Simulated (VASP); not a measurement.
# Tl (Cmcm) in VASP: single point with PBE

Aim: the single point of Tl with PBE.

Everything below comes from runs of VASP 6.6.1. Logs are shortened: lines on timing, memory, paths and dates and some standing lists are left out, and cuts for length are marked.

**1. The cell of the first run**

The typed cell holds 2 atoms: a = 3.592 Å, b = 3.592 Å, c = 5.644 Å, α = 90.00°, β = 90.00°, γ = 120.03°.

**2. Single point, PBE**

Input file INCAR:

```
ALGO     = Fast           # electronic algorithm
EDIFF    = 1E-7           # SCF threshold, eV
ENCUT    = 520            # plane-wave cutoff, eV
GGA      = PE             # functional
ISIF     = 2              # what is computed and relaxed
ISMEAR   = -1             # smearing method
LASPH    = T              # aspherical terms in the spheres
LCHARG   = F              # write CHGCAR
LREAL    = F              # projectors in reciprocal space
LWAVE    = F              # write WAVECAR
NBANDS   = 20             # bands
NELM     = 80             # most SCF steps
PREC     = Accurate       # precision mode
SIGMA    = 0.15           # smearing width, eV
```

Input file KPOINTS:

```
k-points
0
Gamma
  18 18 10
```

Input file POSCAR:

```
Tl
1.0
    1.7954949139     -3.1115115941      0.0000000000
    1.7954949139      3.1115115941      0.0000000000
    0.0000000000      0.0000000000      5.6439991083
Tl
2
Direct
    0.8333736310      0.1666263690      0.2500000000
    0.1666263690      0.8333736310      0.7500000000
```

Potentials or basis: VASP PAW PBE potentials, release 64 (Tl_d).

Command:

```console
cat potpaw_PBE.64/Tl_d/POTCAR > POTCAR
mpirun -np 1 vasp_std > vasp.out
```

OUTCAR:

```text
EDIFF = 1E-7
   ENCUT = 520
   GGA = PE
   ISIF = 2
   ISMEAR = -1
   LASPH = T
   LREAL = F
   NELM = 80
   PREC = Accurate

 ion  position               nearest neighbor table
   1  0.833  0.167  0.250-   2 3.50   2 3.50   2 3.50   2 3.50   2 3.50   2 3.50
   2  0.167  0.833  0.750-   1 3.50   1 3.50   1 3.50   1 3.50   1 3.50   1 3.50

  LATTYP: Found a base centered orthorhombic cell.
 ALAT       =     3.5909898278
 B/A-ratio  =     1.7329548360
 C/A-ratio  =     1.5717112493

  Lattice vectors:

 A1 = (   1.7954949139,  -3.1115115941,   0.0000000000)
 A2 = (   1.7954949139,   3.1115115941,   0.0000000000)
 A3 = (   0.0000000000,   0.0000000000,   5.6439991083)

Analysis of symmetry for initial positions (statically):
=====================================================================
 Subroutine PRICEL returns:
 Original cell was already a primitive cell.

 Routine SETGRP: Setting up the symmetry group for a
 base centered orthorhombic supercell.

 Subroutine GETGRP returns: Found  8 space group operations
 (whereof  4 operations were pure point group operations)
 out of a pool of  8 trial point group operations.

The static configuration has the point symmetry C_2h.
 The point group associated with its full space group is D_2h.

Analysis of symmetry for dynamics (positions and initial velocities):
=====================================================================
 Subroutine PRICEL returns:
 Original cell was already a primitive cell.

 Routine SETGRP: Setting up the symmetry group for a
 base centered orthorhombic supercell.

 Subroutine GETGRP returns: Found  8 space group operations
 (whereof  4 operations were pure point group operations)
 out of a pool of  8 trial point group operations.

The dynamic configuration has the point symmetry C_2h.
 The point group associated with its full space group is D_2h.

 Subroutine INISYM returns: Found  8 space group operations
 (whereof  4 operations are pure point group operations),
 and found     1 'primitive' translations

----------------------------------------------------------------------------------------

                                     Primitive cell

  volume of cell :      63.0627

[... 80 lines left out ...]
   ISTART =      0    job   : 0-new  1-cont  2-samecut
   ICHARG =      2    charge: 1-file 2-atom 10-const
   ISPIN  =      1    spin polarized calculation?
   LNONCOLLINEAR =      F non collinear calculations
   LSORBIT =      F    spin-orbit coupling
   LASPH  =      T    aspherical Exc in radial PAW
   ENCUT  =  520.0 eV  38.22 Ry    6.18 a.u.   6.68  6.68 10.49*2*pi/ulx,y,z
   NELM   =     80;   NELMIN=  2; NELMDL= -5     # of ELM steps
   EDIFF  = 0.1E-06   stopping-criterion for ELM
   LREAL  =      F    real-space projection
   EDIFFG = 0.1E-05   stopping-criterion for IOM
   NSW    =      0    number of steps for IOM
   IBRION =     -1    ionic relax: 0-MD 1-quasi-New 2-CG
   NFREE  =      0    steps in history (QN), initial steepest desc. (CG)
   ISIF   =      2    stress and relaxation
   ISYM   =      2    0-nonsym 1-usesym 2-fastsym
   POTIM  = 0.5000    time-step for ionic-motion
   TEBEG  =    0.0;   TEEND  =   0.0 temperature during run
   PSTRESS=    0.0 pullay stress
   NELECT =      26.0000    total number of electrons
   NUPDOWN=      -1.0000    fix difference up-down
   EMIN   =  10.00;   EMAX   =-10.00  energy-range for DOS
   EFERMI =   0.00;   METHOD = LEGACY
   ISMEAR =    -1;   SIGMA  =   0.15  broadening in eV -4-tet -1-fermi 0-gaus
   EFERMI_NEDOS =   21; number of points for ismear=-14 and -15
   IALGO  =     68    algorithm
   IMIX   =      4    mixing-type and parameters
     AMIX     =   0.40;   BMIX     =  1.00
     AMIX_MAG =   1.60;   BMIX_MAG =  1.00
  volume/ion in A,a.u.               =      31.53       212.78
  Fermi-wavevector in a.u.,A,eV,Ry     =   1.218452  2.302540 20.199554  1.484625
  Thomas-Fermi vector in A             =   2.353738
   LORBIT       =      0    0 simple, 1 ext, 2 COOP (PROOUT), +10 PAW based schemes
   GGA     = PE    functional components
   LHFCALC =     F    Hartree Fock is set to
   AEXX    =    0.0000 exact exchange contribution
   IVDW    =     0    specifies the selected vdW correction
   LEPSILON=     F    determine dielectric tensor
   LRPA    =     F    only Hartree local field effects (RPA)
 non-spin polarized calculation
 RMM-DIIS sequential band-by-band and
  energy-cutoff  :      520.00
  volume of cell :       63.06
 maximum number of plane-waves:      1743
   NGX = 13   NGY = 13   NGZ = 21

 number of electron      26.0000008 magnetization

 Free energy of the ion-electron system (eV)
  ---------------------------------------------------
  ext. energy  EPLUGINS =         0.00000000
  ---------------------------------------------------
  free energy    TOTEN  =        -4.48959106 eV

  energy without entropy =       -4.41745498  energy(sigma->0) =       -4.45352302

 E-fermi :   5.6312     XC(G=0):  -9.7096

 val. band max:        5.5874934309   @ k =   0.2222   0.1111   0.2000
 cond. band min:       5.6360611777   @ k =  -0.3333   0.2778   0.3000
 fundamental gap:      0.0485677468
 Fermi energy:         5.6311926867

 k-point     1 :       0.0000    0.0000    0.0000
  band No.  band energies     occupation
      1      -6.0238      2.00000
      2      -5.8583      2.00000
      3      -5.8569      2.00000
      4      -5.8558      2.00000
      5      -5.8144      2.00000
      6      -5.8135      2.00000
[... 541 lines left out ...]
     19      14.9112      0.00000
     20      16.3446      0.00000

 [... further k-points ...]

------------------------ aborting loop because EDIFF is reached ----------------------------------------

  FORCE on cell =-STRESS in cart. coord.  units (eV):
  Direction    XX          YY          ZZ          XY          YZ          ZX
  --------------------------------------------------------------------------------------
  -------------------------------------------------------------------------------------
  Total       -0.0200926     -0.0218181     -0.0211992      0.0000000      0.0000000      0.0000000
  in kB       -0.5104741     -0.5543121     -0.5385887      0.0000000      0.0000000      0.0000000
  external PRESSURE =      -0.5344583 kB  Pullay stress =       0.0000000 kB

 VOLUME and BASIS-vectors are now :
 -----------------------------------------------------------------------------
  energy-cutoff  :      520.00
  volume of cell :       63.06
      direct lattice vectors                 reciprocal lattice vectors
     1.795494914 -3.111511594  0.000000000     0.278474752 -0.160693600  0.000000000
     1.795494914  3.111511594  0.000000000     0.278474752  0.160693600  0.000000000
     0.000000000  0.000000000  5.643999108     0.000000000  0.000000000  0.177179333

 POSITION                                       TOTAL-FORCE (eV/Angst)
 -----------------------------------------------------------------------------------
      1.79549     -2.07459      1.41100         0.000000     -0.000179      0.000000
      1.79549      2.07459      4.23300         0.000000      0.000179     -0.000000
 -----------------------------------------------------------------------------------
    total drift:                                0.000000      0.000000      0.000000

  FREE ENERGIE OF THE ION-ELECTRON SYSTEM (eV)
  ---------------------------------------------------
  free  energy   TOTEN  =        -4.4895910609 eV

  energy  without entropy=       -4.4174549850  energy(sigma->0) =       -4.45352302
```

OSZICAR:

```text
N       E                     dE             d eps       ncg     rms          rms(c)
DAV:   1     0.127943891918E+03    0.12794E+03   -0.13978E+04 21904   0.121E+03
DAV:   2    -0.197160142788E+01   -0.12992E+03   -0.12741E+03 24000   0.269E+02
DAV:   3    -0.451401089224E+01   -0.25424E+01   -0.25323E+01 24988   0.326E+01
DAV:   4    -0.453051608527E+01   -0.16505E-01   -0.16504E-01 23172   0.283E+00
DAV:   5    -0.453076839150E+01   -0.25231E-03   -0.25231E-03 24296   0.345E-01    0.226E+00
RMM:   6    -0.449550026671E+01    0.35268E-01   -0.59028E-02 21911   0.160E+00    0.160E+00
RMM:   7    -0.449004592529E+01    0.54543E-02   -0.32728E-02 22369   0.128E+00    0.639E-01
RMM:   8    -0.448960254351E+01    0.44338E-03   -0.27975E-03 22788   0.344E-01    0.610E-02
RMM:   9    -0.448958861773E+01    0.13926E-04   -0.11955E-04 24150   0.837E-02    0.287E-02
RMM:  10    -0.448959086657E+01   -0.22488E-05   -0.15928E-05 23829   0.356E-02    0.287E-03
RMM:  11    -0.448959126194E+01   -0.39537E-06   -0.34308E-06 24275   0.148E-02    0.173E-03
RMM:  12    -0.448959107890E+01    0.18304E-06   -0.47052E-07 17473   0.515E-03    0.595E-04
RMM:  13    -0.448959106094E+01    0.17958E-07   -0.22168E-07 15025   0.295E-03
   1 F= -.44895911E+01 E0= -.44535230E+01  d E =-.721361E-01
```

Run time: 14 min. Hardware: 1 thread of AMD EPYC 7R13, shared host; peak memory 0.59 GiB.

What came out:

```yaml
Free_energy: -4.4896 eV
Pressure: -0.1 GPa
Band_gap_on_the_k_mesh: zero (bands 13 and 14 overlap by 5.27 eV)
```

Levels at points of the mesh, in eV from the Fermi level:
| k point | band 9 | band 10 | band 11 | band 12 | band 13 | band 14 | band 15 | band 16 | band 17 | band 18 |
| --- | --- | --- | --- | --- | --- | --- | --- | --- | --- | --- |
| (0.00, 0.00, 0.00) | -11.13 | -11.13 | -9.45 | -5.04 | -2.44 | 7.11 | 7.12 | 9.04 | 9.05 | 9.89 |
| (0.50, 0.00, 0.00) | -11.11 | -11.09 | -5.80 | -4.66 | -0.74 | 0.61 | 1.31 | 3.53 | 3.58 | 7.55 |
| (0.50, 0.50, 0.00) | -11.11 | -11.09 | -5.80 | -4.67 | -0.74 | 0.61 | 1.31 | 3.53 | 3.58 | 7.56 |
| (0.00, 0.00, 0.50) | -11.22 | -11.22 | -8.12 | -8.12 | 3.22 | 3.22 | 8.04 | 8.04 | 8.05 | 8.05 |
| (0.50, 0.00, 0.50) | -11.12 | -11.12 | -4.86 | -4.86 | -1.99 | -1.99 | 5.07 | 5.07 | 5.72 | 5.72 |
| (0.50, 0.50, 0.50) | -11.12 | -11.12 | -4.86 | -4.86 | -2.00 | -2.00 | 5.08 | 5.08 | 5.72 | 5.72 |

Caveat: spin-orbit coupling is left out, which moves the levels of the heavy elements.

The gap in the log of VASP goes by the Fermi energy; the results here count the filled bands.